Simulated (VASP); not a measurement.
# Ga (Cmce) in VASP: further runs

Ga is run at these levels: PBE; tasks: single point.

Program: VASP 6.6.1. These are calculated values, not measurements. Logs are shortened: lines on timing, memory, paths and dates and some standing lists are left out, and cuts for length are marked.

## Step 1: The cell of the first run

The structure is orthorhombic, space group Cmce (No. 64). The conventional cell has a = 4.432 Å, b = 7.598 Å, c = 4.556 Å, α = 90.00°, β = 90.00°, γ = 90.00°. Ga (site symmetry m) has 7 Ga at 2.49 to 2.75 Å within 3.3 Å.

## Step 2: Single point, PBE

INCAR

```
PREC = Accurate ; ENCUT = 520
EDIFF = 1E-6 ; ISMEAR = 0
SIGMA = 0.1 ; LREAL = F
LASPH = T ; NELM = 80
ALGO = Normal ; ISIF = 2
LWAVE = F ; LCHARG = F
GGA = PE ; NBANDS = 34
```

KPOINTS

```
Automatic mesh
0
Gamma
  6 6 4
```

POSCAR

```
Ga
1.0
    2.2160233304     -3.7989918401      0.0000000000
    2.2160233304      3.7989918401      0.0000000000
    0.0000000000      0.0000000000      4.5555035300
Ga
4
Direct
    0.6556957200      0.3443042800      0.4154013900
    0.8443042800      0.1556957200      0.9154013900
    0.3443042800      0.6556957200      0.5845986100
    0.1556957200      0.8443042800      0.0845986100
```

Potentials or basis: VASP PAW PBE potentials, release 64 (Ga_d).

Command:

```bash
cat potpaw_PBE.64/Ga_d/POTCAR > POTCAR
mpirun -np 1 vasp_std > vasp.out
```

OUTCAR:

```text
PREC = Accurate
   ENCUT = 520
   EDIFF = 1E-6
   ISMEAR = 0
   LREAL = F
   LASPH = T
   NELM = 80
   ISIF = 2
   GGA = PE

 ion  position               nearest neighbor table
   1  0.656  0.344  0.415-   3 2.49   4 2.68   4 2.68   2 2.69   2 2.69   3 2.75   3 2.75
   2  0.844  0.156  0.915-   4 2.49   3 2.68   3 2.68   1 2.69   1 2.69   4 2.75   4 2.75
   3  0.344  0.656  0.585-   1 2.49   2 2.68   2 2.68   4 2.69   4 2.69   1 2.75   1 2.75
   4  0.156  0.844  0.085-   2 2.49   1 2.68   1 2.68   3 2.69   3 2.69   2 2.75   2 2.75

  LATTYP: Found a base centered orthorhombic cell.
 ALAT       =     4.4320466608
 B/A-ratio  =     1.7143284495
 C/A-ratio  =     1.0278554985

  Lattice vectors:

 A1 = (   2.2160233304,  -3.7989918401,   0.0000000000)
 A2 = (   2.2160233304,   3.7989918401,   0.0000000000)
 A3 = (   0.0000000000,   0.0000000000,   4.5555035300)

Analysis of symmetry for initial positions (statically):
=====================================================================
 Subroutine PRICEL returns:
 Original cell was already a primitive cell.

 Routine SETGRP: Setting up the symmetry group for a
 base centered orthorhombic supercell.

 Subroutine GETGRP returns: Found  8 space group operations
 (whereof  4 operations were pure point group operations)
 out of a pool of  8 trial point group operations.

The static configuration has the point symmetry C_2h.
 The point group associated with its full space group is D_2h.

Analysis of symmetry for dynamics (positions and initial velocities):
=====================================================================
 Subroutine PRICEL returns:
 Original cell was already a primitive cell.

 Routine SETGRP: Setting up the symmetry group for a
 base centered orthorhombic supercell.

 Subroutine GETGRP returns: Found  8 space group operations
 (whereof  4 operations were pure point group operations)
 out of a pool of  8 trial point group operations.

The dynamic configuration has the point symmetry C_2h.
 The point group associated with its full space group is D_2h.

 Subroutine INISYM returns: Found  8 space group operations
 (whereof  4 operations are pure point group operations),
 and found     1 'primitive' translations

----------------------------------------------------------------------------------------

                                     Primitive cell

  volume of cell :      76.7024

  direct lattice vectors                    reciprocal lattice vectors
[... 92 lines left out ...]
   LREAL  =      F    real-space projection
   EDIFFG = 0.1E-04   stopping-criterion for IOM
   NSW    =      0    number of steps for IOM
   IBRION =     -1    ionic relax: 0-MD 1-quasi-New 2-CG
   NFREE  =      0    steps in history (QN), initial steepest desc. (CG)
   ISIF   =      2    stress and relaxation
   ISYM   =      2    0-nonsym 1-usesym 2-fastsym
   POTIM  = 0.5000    time-step for ionic-motion
   TEBEG  =    0.0;   TEEND  =   0.0 temperature during run
   PSTRESS=    0.0 pullay stress
   NELECT =      52.0000    total number of electrons
   NUPDOWN=      -1.0000    fix difference up-down
   EMIN   =  10.00;   EMAX   =-10.00  energy-range for DOS
   EFERMI =   0.00;   METHOD = LEGACY
   ISMEAR =     0;   SIGMA  =   0.10  broadening in eV -4-tet -1-fermi 0-gaus
   EFERMI_NEDOS =   21; number of points for ismear=-14 and -15
   IALGO  =     38    algorithm
   IMIX   =      4    mixing-type and parameters
     AMIX     =   0.40;   BMIX     =  1.00
     AMIX_MAG =   1.60;   BMIX_MAG =  1.00
  volume/ion in A,a.u.               =      19.18       129.40
  Fermi-wavevector in a.u.,A,eV,Ry     =   1.438157  2.717722 28.140864  2.068295
  Thomas-Fermi vector in A             =   2.557155
   LORBIT       =      0    0 simple, 1 ext, 2 COOP (PROOUT), +10 PAW based schemes
   GGA     = PE    functional components
   LHFCALC =     F    Hartree Fock is set to
   AEXX    =    0.0000 exact exchange contribution
   IVDW    =     0    specifies the selected vdW correction
   LEPSILON=     F    determine dielectric tensor
   LRPA    =     F    only Hartree local field effects (RPA)
 non-spin polarized calculation
 Gauss-broadening in eV      SIGMA  =   0.10
  energy-cutoff  :      520.00
  volume of cell :       76.70
 maximum number of plane-waves:      2087
 NGX is ok and might be reduce to    36
   NGX = 17   NGY = 17   NGZ = 17

 number of electron      52.0000028 magnetization

 Free energy of the ion-electron system (eV)
  ---------------------------------------------------
  ext. energy  EPLUGINS =         0.00000000
  ---------------------------------------------------
  free energy    TOTEN  =       -11.63783652 eV

  energy without entropy =      -11.63482232  energy(sigma->0) =      -11.63632942

 E-fermi :   5.2445     XC(G=0): -10.7520

 val. band max:        5.2151574735   @ k =  -0.3333   0.1667   0.0000
 cond. band min:       5.2592394386   @ k =   0.0000   0.0000   0.5000
 fundamental gap:      0.0440819651
 Fermi energy:         5.2445320338

 k-point     1 :       0.0000    0.0000    0.0000
  band No.  band energies     occupation
      1      -9.9739      2.00000
      2      -9.9583      2.00000
      3      -9.9197      2.00000
      4      -9.9088      2.00000
      5      -9.9017      2.00000
      6      -9.8680      2.00000
[... 877 lines left out ...]
     33      13.0451      0.00000
     34      14.0275      0.00000

 [... further k-points ...]

------------------------ aborting loop because EDIFF is reached ----------------------------------------

  FORCE on cell =-STRESS in cart. coord.  units (eV):
  Direction    XX          YY          ZZ          XY          YZ          ZX
  --------------------------------------------------------------------------------------
  -------------------------------------------------------------------------------------
  Total        1.8828751      1.5401488      1.2015689      0.0000000      0.0000000      0.0000000
  in kB       39.3299156     32.1709724     25.0986396      0.0000000      0.0000000      0.0000000
  external PRESSURE =      32.1998425 kB  Pullay stress =       0.0000000 kB

 VOLUME and BASIS-vectors are now :
 -----------------------------------------------------------------------------
  energy-cutoff  :      520.00
  volume of cell :       76.70
      direct lattice vectors                 reciprocal lattice vectors
     2.216023330 -3.798991840  0.000000000     0.225629393 -0.131613865  0.000000000
     2.216023330  3.798991840  0.000000000     0.225629393  0.131613865  0.000000000
     0.000000000  0.000000000  4.555503530     0.000000000  0.000000000  0.219514702

 POSITION                                       TOTAL-FORCE (eV/Angst)
 -----------------------------------------------------------------------------------
      2.21602     -1.18297      1.89236         0.000000      0.001788      0.006532
      2.21602     -2.61602      4.17011         0.000000     -0.001788      0.006532
      2.21602      1.18297      2.66314         0.000000     -0.001788     -0.006532
      2.21602      2.61602      0.38539         0.000000      0.001788     -0.006532
 -----------------------------------------------------------------------------------
    total drift:                                0.000000     -0.000000      0.000000

  FREE ENERGIE OF THE ION-ELECTRON SYSTEM (eV)
  ---------------------------------------------------
  free  energy   TOTEN  =       -11.6378365240 eV

  energy  without entropy=      -11.6348223176  energy(sigma->0) =      -11.63632942
```

OSZICAR:

```text
N       E                     dE             d eps       ncg     rms          rms(c)
DAV:   1     0.359186795500E+03    0.35919E+03   -0.25726E+04  2710   0.292E+03
DAV:   2     0.325574911141E+02   -0.32663E+03   -0.31882E+03  2708   0.533E+02
DAV:   3    -0.103890236873E+02   -0.42947E+02   -0.42476E+02  3048   0.152E+02
DAV:   4    -0.117070979310E+02   -0.13181E+01   -0.13126E+01  3100   0.297E+01
DAV:   5    -0.117350718125E+02   -0.27974E-01   -0.27955E-01  3320   0.444E+00    0.256E+00
DAV:   6    -0.116544807218E+02    0.80591E-01   -0.20290E-01  3390   0.618E+00    0.140E+00
DAV:   7    -0.116388458304E+02    0.15635E-01   -0.56992E-02  3926   0.262E+00    0.316E-01
DAV:   8    -0.116376532781E+02    0.11926E-02   -0.13275E-02  2864   0.126E+00    0.456E-02
DAV:   9    -0.116378268271E+02   -0.17355E-03   -0.10603E-03  2956   0.329E-01    0.262E-02
DAV:  10    -0.116378358850E+02   -0.90579E-05   -0.19882E-04  3150   0.152E-01    0.469E-03
DAV:  11    -0.116378366863E+02   -0.80125E-06   -0.30631E-05  3004   0.632E-02    0.372E-03
DAV:  12    -0.116378365240E+02    0.16228E-06   -0.62322E-06  2976   0.266E-02
   1 F= -.11637837E+02 E0= -.11636329E+02  d E =-.301421E-02
```

stdout:

```text
POSCAR found type information on POSCAR Ga
 POSCAR found :  1 types and       4 ions
 scaLAPACK will be used
 LDA part: xc-table for (Slater+PW92), standard interpolation
 POSCAR, INCAR and KPOINTS ok, starting setup
 FFT: planning ... GRIDC
 FFT: planning ... GRID_SOFT
 FFT: planning ... GRID
 WAVECAR not read
 entering main loop
```

Wall time 38 s (1 thread of Intel Xeon 6975P-C (Granite Rapids), shared host); peak memory 0.23 GiB.

What came out:

- Free energy: -11.6378 eV
- Pressure: 3.2 GPa
- Largest force: 0.007 eV/Å
- Band gap on the k mesh: zero (bands 26 and 27 overlap by 1.03 eV)

Forces on the atoms (eV/Å):
```
Ga   0.000  0.002  0.007
Ga   0.000 -0.002  0.007
Ga   0.000 -0.002 -0.007
Ga   0.000  0.002 -0.007
```

Caveat: the cell stands under pressure.

## Step 3: Single point, PBE

This run uses another cell than the first one, of 20.30 Å³/atom.

INCAR

```
SYSTEM = Ga
PREC     = Accurate       ! precision mode
ENCUT    = 520            ! plane-wave cutoff, eV
EDIFF    = 1E-6           ! SCF threshold, eV
ISMEAR   = 0              ! smearing method
SIGMA    = 0.1            ! smearing width, eV
LREAL    = .FALSE.        ! projectors in reciprocal space
LASPH    = .TRUE.         ! aspherical terms in the spheres
NELM     = 100            ! most SCF steps
ALGO     = Fast           ! electronic algorithm
ISIF     = 2              ! what is computed and relaxed
LWAVE    = .FALSE.        ! write WAVECAR
LCHARG   = .FALSE.        ! write CHGCAR
GGA      = PE             ! functional
NBANDS   = 34             ! bands
```

KPOINTS

```
Automatic mesh
0
G
  12 12 10
  0 0 0
```

POSCAR

```
Ga
1.0
    2.2863483971     -3.8703317514      0.0000000000
    2.2863483971      3.8703317514      0.0000000000
    0.0000000000      0.0000000000      4.5892412327
Ga
4
Direct
    0.6563153645      0.3436846355      0.4177494354
    0.8436846355      0.1563153645      0.9177494354
    0.3436846355      0.6563153645      0.5822505646
    0.1563153645      0.8436846355      0.0822505646
```

Potentials or basis: VASP PAW PBE potentials, release 64 (Ga_d).

Command:

```bash
cat potpaw_PBE.64/Ga_d/POTCAR > POTCAR
mpirun -np 1 vasp_std > vasp.out
```

Wall time 5.1 min (1 thread of Intel Xeon 6975P-C (Granite Rapids), shared host); peak memory 0.57 GiB.

Results (log left out):

```
Free energy            : -11.6349 eV
Pressure               : 0.1 GPa
Band gap on the k mesh : zero (bands 26 and 27 overlap by 1.35 eV)
```

Levels at points of the mesh, in eV from the Fermi level:
```tsv
k point	band 23	band 24	band 25	band 26	band 27	band 28	band 29	band 30
(0.00, 0.00, 0.00)	-3.63	-1.82	-1.61	-0.62	0.92	0.96	1.17	4.88
(0.50, 0.00, 0.00)	-3.38	-3.38	-1.27	-1.27	0.74	0.74	4.02	4.02
(0.50, 0.50, 0.00)	-4.15	-3.09	-1.78	-1.45	1.14	1.29	3.18	3.71
(0.00, 0.00, 0.50)	-0.31	-0.31	0.06	0.06	0.12	0.12	2.05	2.05
(0.50, 0.00, 0.50)	-6.07	-6.07	-1.41	-1.41	0.55	0.55	6.96	6.96
(0.50, 0.50, 0.50)	-5.20	-5.20	-1.16	-1.16	-0.89	-0.89	6.44	6.44
```
